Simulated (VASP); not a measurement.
Write the native input for VASP 6.6.1 that does the following.

| Quantity | Value |
| --- | --- |
| Task | relaxation of cell and atoms |
| Functional | LDA |
| Potentials or basis | VASP PAW LDA potentials, release 64 (Cu, Au) |
| Cutoff | 600 eV |
| k mesh | 16 × 16 × 12 |
| Occupations | gaussian, width 0.1 eV |
| Spin | no spin polarisation |
| Dipole correction | no |
| Further INCAR settings | ALGO = Normal; EDIFF = 1e-06; IBRION = 2; EDIFFG = -0.005; NSW = 70; ISIF = 3 |

The structure of CuAu (Tetraauricupride) lies in POSCAR:

```
CuAu
1.0
    2.8712762975      0.0000000000      0.0000000000
    0.0000000000      2.8712762975      0.0000000000
    0.0000000000      0.0000000000      3.6404327320
Cu Au
1 1
Direct
    0.5000000000      0.5000000000      0.5000000000
    0.0000000000      0.0000000000      0.0000000000
```

The input as run:

INCAR

```
SYSTEM = CuAu
PREC     = Accurate       ! precision mode
ENCUT    = 600            ! plane-wave cutoff, eV
EDIFF    = 1E-6           ! SCF threshold, eV
ISMEAR   = 0              ! smearing method
SIGMA    = 0.1            ! smearing width, eV
LREAL    = .FALSE.        ! projectors in reciprocal space
LASPH    = .TRUE.         ! aspherical terms in the spheres
NELM     = 100            ! most SCF steps
ALGO     = Normal         ! electronic algorithm
ISIF     = 3              ! what is computed and relaxed
LWAVE    = .FALSE.        ! write WAVECAR
LCHARG   = .FALSE.        ! write CHGCAR
IBRION   = 2              ! ionic algorithm
NSW      = 70             ! ionic steps
EDIFFG   = -0.005         ! ionic threshold
```

KPOINTS

```
Automatic mesh
0
G
  16 16 12
  0 0 0
```

Potentials or basis: VASP PAW LDA potentials, release 64 (Cu, Au).

Launch:

```console
$ cat potpaw_LDA.64/Cu/POTCAR potpaw_LDA.64/Au/POTCAR > POTCAR
$ mpirun -np 1 vasp_std > vasp.out
```

Results of the run:

```
Relaxed volume                         : 13.83 Å³/atom
Relaxed cell                           : a = 2.796 Å, b = 2.796 Å, c = 3.539 Å, α = 90.00°, β = 90.00°, γ = 90.00°
Space group after relaxing (to 0.05 Å) : P4/mmm (No. 123)
Energy gained by relaxing              : 49.4 meV/atom
Ionic steps                            : 12
Pressure after relaxing                : 0.0 GPa
Band gap on the k mesh                 : zero (band 11 reaches 14.59 eV, above the bottom of band 12 at 7.10 eV)
```

Caveat: spin-orbit coupling is left out, which moves the levels of the heavy elements.

Run time: 5.9 min on 1 thread of AMD EPYC 9R45 96-Core Processor (Zen 5), with other jobs on the host, peak memory 0.29 GiB.
